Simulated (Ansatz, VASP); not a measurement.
This is a calculation of TaWC2 for VASP 6.6.1.

INCAR

```
SYSTEM = TaWC2
PREC = Accurate
ENCUT = 520
EDIFF = 1E-7
ISMEAR = -1
SIGMA = 0.05
LREAL = .False.
LASPH = .True.
NELM = 80
ALGO = Normal
ISIF = 2
LWAVE = .False.
LCHARG = .False.
GGA = CA
NBANDS = 24
```

Contents of KPOINTS:

```
Automatic mesh
0
Gamma
  10 10 10
  0 0 0
```

Contents of POSCAR:

```
TaWC2
1.0
    1.5397674660      0.8889851610      4.9974757625
   -1.5397674660      0.8889851610      4.9974757625
    0.0000000000     -1.7779703220      4.9974757625
W Ta C
1 1 2
Direct
    0.0000000000      0.0000000000      0.0000000000
    0.5000000000      0.5000000000      0.5000000000
    0.2509330000      0.2509330000      0.2509330000
    0.7490670000      0.7490670000      0.7490670000
```

Potentials or basis: VASP PAW LDA potentials, release 64 (W_sv, Ta_pv, C).

Launch:

```console
$ cat potpaw_LDA.64/W_sv/POTCAR potpaw_LDA.64/Ta_pv/POTCAR potpaw_LDA.64/C/POTCAR > POTCAR
$ mpirun -np 1 vasp_std > vasp.out
```

Task: Translate it to Ansatz 0.2.0. Potentials there: all-electron LAPW, scalar-relativistic.

Result: As run (the cutoff follows the program's own potentials):

input.yaml

```yaml
crystal:
  lattice:
    - [1.539767466, 0.888985161, 4.9974757625]
    - [-1.539767466, 0.888985161, 4.9974757625]
    - [0.0, -1.777970322, 4.9974757625]
  atoms:
    - { symbol: W, position: [0.0, 0.0, 0.0] }
    - { symbol: Ta, position: [0.5, 0.5, 0.5] }
    - { symbol: C, position: [0.250933, 0.250933, 0.250933] }
    - { symbol: C, position: [0.749067, 0.749067, 0.749067] }
kpoints:
  mp_grid: { grid: [10, 10, 10] }
scf:
  occupations: { method: fermi_dirac, width: 0.05 }
hamiltonian:
  xc: lda
  pseudopotentials: { kind: all_electron, lapw: { basis_error: 0.002 } }
output:
  forces: true
  stress: true
  eigenvalues: true
```

Potentials or basis: all-electron LAPW, scalar-relativistic.

Launch:

```console
$ ansatz run input.yaml --threads 2 --pin off --max-ram 8192MiB --backend cpu --events-out ev --progress --plain --runs-dir out
```

Both were run:

|  | VASP | Ansatz | Ansatz less VASP |
| --- | --- | --- | --- |
| gap on the k mesh at the Fermi level (eV) | none | none | - |
| pressure (GPa) | 7.6 | 5.1 | -2.47 |
| rms of the force components (eV/Å) | 0.039 | 0.034 | -0.0057 |

LDA's correlation is that of Perdew and Zunger in VASP and of Perdew and Wang (1992) in Ansatz. Atom by atom the forces differ by 0.006 eV/Å (rms over components). A gap of «none» marks a metal or a gap that the smearing closes. Ansatz ran all-electron here, and VASP with PAW potentials.

Neither program's run includes spin-orbit coupling.
